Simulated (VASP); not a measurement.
Write the native input for VASP 6.6.1 that does the following.

```
Task                   : single point
Functional             : PBE
Potentials or basis    : VASP PAW PBE potentials, release 64 (Be, Os)
Cutoff                 : 520 eV
k mesh                 : 4 × 4 × 6
Occupations            : gaussian, width 0.1 eV
Spin                   : no spin polarisation
Dipole correction      : no
Further INCAR settings : ALGO = Normal; EDIFF = 1e-06; NBANDS = 21
```

The structure of Be2Os lies in POSCAR:

```
Be2Os
1.0
    4.4222299240      0.0000000000      0.0000000000
    0.0000000000      4.5568811556      0.0000000000
    0.0000000000      0.0000000000      2.9765009104
Be Os
4 2
Direct
    0.2250000000      0.8250000000      0.5000000000
    0.7250000000      0.6750000000      0.0000000000
    0.7750000000      0.1750000000      0.5000000000
    0.2750000000      0.3250000000      0.0000000000
    0.5000000000      0.5000000000      0.5000000000
    0.0000000000      0.0000000000      0.0000000000
```

One way to write it, as run:

INCAR

```
PREC = Accurate
ENCUT = 520
EDIFF = 1E-6
ISMEAR = 0
SIGMA = 0.1
LREAL = False
LASPH = True
NELM = 60
ALGO = Normal
ISIF = 2
LWAVE = False
LCHARG = False
GGA = PE
NBANDS = 21
```

KPOINTS

```
Automatic mesh
0
Gamma
  4 4 6
```

Potentials or basis: VASP PAW PBE potentials, release 64 (Be, Os).

Run with:

```console
$ cat potpaw_PBE.64/Be/POTCAR potpaw_PBE.64/Os/POTCAR > POTCAR
$ mpirun -np 1 vasp_std > vasp.out
```

Results of the run:

- Pressure: 83.0 GPa
- Largest force: 1.466 eV/Å
- Band gap on the k mesh: zero (bands 12 and 13 overlap by 0.89 eV)

Caveat: the stress differs along the axes, from 80 to 85 GPa; spin-orbit coupling is left out, which moves the levels of the heavy elements; forces of over 1 eV/Å act on the atoms, so gaps and moduli don't describe the material at rest.

It took 47 s on 1 thread of Oxide Virtual Turin-like Processor, on a shared host, peak memory 0.16 GiB.
